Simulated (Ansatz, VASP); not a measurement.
# GaRe2Sb3: VASP beside Ansatz

```
Ga Re Sb
1.0
     4.63863    0.00000    0.00000
    -2.31932    4.01717    0.00000
     0.00000    0.00000    8.18231
Ga Re Sb
1 2 3
Direct
  0.00000 0.00000 0.00000
  0.33333 0.66667 0.50000
  0.66667 0.33333 0.50000
  0.33333 0.66667 0.00000
  0.66667 0.33333 0.00000
  0.00000 0.00000 0.50000
```

Alike in both runs: task relaxation of cell and atoms; functional PBE; k mesh 6 × 6 × 2; occupations gaussian, width 0.1 eV; no spin polarisation.

|  | VASP | Ansatz |
| --- | --- | --- |
| version | VASP 6.6.1 | Ansatz 0.2.0 |
| potentials or method | VASP PAW PBE potentials, release 64 (Ga_d, Re, Sb), cutoff 600 eV | scalar-relativistic, plane waves, PAW |
| valence electrons in the cell | 42 | 88 |

VASP gave:

- gap on the k mesh at the Fermi level, each at its own relaxed structure (eV): none
- relaxed volume (Å³/atom): 20.78
- relaxed length of the cell vector where the two differ most in proportion (Å): 5.797

Estimate Ansatz's values.

gap on the k mesh at the Fermi level, each at its own relaxed structure (eV): none; relaxed volume (Å³/atom): 20.80; relaxed length of the cell vector where the two differ most in proportion (Å): 5.806.

A gap of «none» marks a metal or a gap that the smearing closes. VASP's potentials hold 42 valence electrons a cell and Ansatz's 88, so a difference there can come from the potentials and not from the codes.

The k mesh is coarse, so the values compare programs but aren't converged. Spin-orbit coupling is off throughout. Noted on VASP's run: the volume moved by over 15 % at a fixed basis, so the end points are rough.
